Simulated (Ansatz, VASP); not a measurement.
One calculation of LaO6, two programs

Contents of INCAR:

```
SYSTEM = LaO6
ALGO = Normal
EDIFF = 1E-6
ENCUT = 600
GGA = PE
GGA_COMPAT = .False.
ISIF = 2
ISMEAR = 0
LASPH = .True.
LCHARG = .False.
LMAXMIX = 6
LREAL = .False.
LWAVE = .False.
NBANDS = 32
NELM = 200
PREC = Accurate
SIGMA = 0.2
```

The input KPOINTS:

```
k-points
0
Gamma
  6 6 6
  0 0 0
```

Contents of POSCAR:

```
LaO6
1.0
    4.6930219053      0.0000000000      0.0000000000
    0.0000000000      4.6930219053      0.0000000000
    0.0000000000      0.0000000000      4.6930219053
La O
1 6
Direct
    0.0000000000      0.0000000000      0.0000000000
    0.8595631389      0.5000000000      0.5000000000
    0.1404368611      0.5000000000      0.5000000000
    0.5000000000      0.5000000000      0.8595631389
    0.5000000000      0.5000000000      0.1404368611
    0.5000000000      0.1404368611      0.5000000000
    0.5000000000      0.8595631389      0.5000000000
```

Input for Ansatz:

```yaml
crystal:
  lattice:
    - [4.6930219053, 0.0, 0.0]
    - [0.0, 4.6930219053, 0.0]
    - [0.0, 0.0, 4.6930219053]
  atoms:
    - { symbol: La, position: [0.0, 0.0, 0.0] }
    - { symbol: O, position: [0.8595631389, 0.5, 0.5] }
    - { symbol: O, position: [0.1404368611, 0.5, 0.5] }
    - { symbol: O, position: [0.5, 0.5, 0.8595631389] }
    - { symbol: O, position: [0.5, 0.5, 0.1404368611] }
    - { symbol: O, position: [0.5, 0.1404368611, 0.5] }
    - { symbol: O, position: [0.5, 0.8595631389, 0.5] }
basis:
  ecutwfc: 420
kpoints:
  mp_grid: { grid: [6, 6, 6] }
hamiltonian:
  xc: pbe
scf:
  occupations: { method: gaussian, width: 0.2 }
  lower_state_search: "off"
output:
  forces: true
  stress: true
  eigenvalues: true
```

Alike in both runs: task single point; functional PBE; k mesh 6 × 6 × 6; occupations gaussian, width 0.2 eV; no spin polarisation.

|  | VASP | Ansatz |
| --- | --- | --- |
| version | VASP 6.6.1 | Ansatz 0.2.0 |
| potentials or method | VASP PAW PBE potentials, release 64 (La, O), cutoff 600 eV | scalar-relativistic, plane waves, PAW |
| valence electrons in the cell | 47 | 47 |

```tsv
	VASP	Ansatz	Ansatz less VASP
gap on the k mesh at the Fermi level (eV)	none	none	-
pressure (GPa)	0.7	0.2	-0.56
rms of the force components (eV/Å)	0.263	0.006	-0.2579
```

Atom by atom the forces differ by 0.269 eV/Å (rms over components). A gap of «none» marks a metal or a gap that the smearing closes. One of these differences is far larger than is usual between the two programs; its cause wasn't traced. The functional is the same, so the differences come from potentials, cutoffs and numerics.

Neither program's run includes spin-orbit coupling.
